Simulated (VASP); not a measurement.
A run of VASP 6.6.1 is set up as follows.

INCAR

```
PREC     = Accurate       # precision mode
ENCUT    = 520            # plane-wave cutoff, eV
EDIFF    = 1E-7           # SCF threshold, eV
ISMEAR   = 0              # smearing method
SIGMA    = 0.15           # smearing width, eV
LREAL    = F              # projectors in reciprocal space
LASPH    = T              # aspherical terms in the spheres
NELM     = 80             # most SCF steps
ALGO     = Normal         # electronic algorithm
ISIF     = 2              # what is computed and relaxed
LWAVE    = F              # write WAVECAR
LCHARG   = F              # write CHGCAR
GGA      = PE             # functional
NBANDS   = 20             # bands
```

Contents of KPOINTS:

```
regular mesh
0
Gamma
  18 18 10
```

File POSCAR:

```
Ta2N
1.0
    3.1011400595      0.0000000000      0.0000000000
   -1.5505700297      2.6856660722      0.0000000000
    0.0000000000      0.0000000000      4.8818900388
Ta N
2 1
Direct
    0.6666666667      0.3333333333      0.7458564145
    0.3333333333      0.6666666667      0.2560463493
    0.0000000000      0.0000000000     -0.0245806438
```

Potentials or basis: VASP PAW PBE potentials, release 64 (Ta_pv, N).

The run is started by

```sh
$ cat potpaw_PBE.64/Ta_pv/POTCAR potpaw_PBE.64/N/POTCAR > POTCAR
$ mpirun -np 1 vasp_std > vasp.out
```

(1) Predict the band gap on the k mesh.

(2) Estimate the pressure.

Answers

(1) zero (an odd number of electrons rules out a gap without spin polarisation).

(2) 1.9 GPa.

Caveat: the cell differs from its parent crystal (atoms displaced along a vibrational mode); spin-orbit coupling is left out, which moves the levels of the heavy elements; forces of over 1 eV/Å act on the atoms, so gaps and moduli don't describe the material at rest.
